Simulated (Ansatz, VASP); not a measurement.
**Ni in VASP and in Ansatz**

INCAR

```
ALGO = Normal ; EDIFF = 1E-6
ENCUT = 520 ; GGA = RP
ISIF = 2 ; ISMEAR = -1
ISPIN = 2 ; LASPH = T
LCHARG = F ; LMAXMIX = 4
LORBIT = 11 ; LREAL = F
LWAVE = F ; MAGMOM = 0.71 0.71
NBANDS = 21 ; NELM = 150
PREC = Accurate ; SIGMA = 0.05
```

File KPOINTS:

```
k-points
0
Gamma
  16 16 9
```

POSCAR

```
Ni
1.0
    2.4447468594      0.0000000000      0.0000000000
   -1.2223734297      2.1172128861      0.0000000000
    0.0000000000      0.0000000000      4.0032267811
Ni
2
Direct
    0.3333333333      0.6666666667      0.2500000000
    0.6666666667      0.3333333333      0.7500000000
```

Input for Ansatz:

```yaml
crystal:
  lattice:
    - [2.4447468594, 0.0, 0.0]
    - [-1.2223734297, 2.1172128861, 0.0]
    - [0.0, 0.0, 4.0032267811]
  atoms:
    - { symbol: Ni, position: [0.3333333333, 0.6666666667, 0.25], spin: 0.71 }
    - { symbol: Ni, position: [0.6666666667, 0.3333333333, 0.75], spin: 0.71 }
hamiltonian:
  xc: rpbe
  pseudopotentials:
    kind: paw
    azcp:
      Ni: "pseudopotentials/Ni.paw.azcp"
basis:
  ecutwfc: 420
  fft_grid_basis: typed
kpoints:
  mp_grid: { grid: [16, 16, 9], shift: [0, 0, 0] }
magnetization:
  spin_polarized: true
scf:
  occupations: { method: fermi_dirac, width: 0.05 }
  lower_state_search: "off"
output:
  stress: true
```

Alike in both runs: task single point; functional RPBE; k mesh 16 × 16 × 9; occupations fermi-dirac, width 0.05 eV; collinear spin.

|  | VASP | Ansatz |
| --- | --- | --- |
| version | VASP 6.6.1 | Ansatz 0.2.0 |
| potentials or method | VASP PAW PBE potentials, release 64 (Ni), cutoff 520 eV | plane waves (420 eV) with PAW, scalar-relativistic |
| valence electrons in the cell | 20 | 36 |

|  | VASP | Ansatz | Ansatz less VASP |
| --- | --- | --- | --- |
| pressure (GPa) | 17.6 | 17.8 | +0.15 |
| traceless stress, the component that is largest in VASP (GPa) | 0.78 | 0.73 | -0.049 |
| net moment per atom (μB) | 0.60 | 0.62 | +0.020 |
| size of the moment on the site where the two differ most (μB) | 0.61 | 0.66 | +0.050 |

VASP's potentials were made for PBE, not for RPBE. Site moments also hang on the region over which each program counts them. VASP's potentials hold 20 valence electrons a cell and Ansatz's 36, so a difference there can come from the potentials and not from the codes.
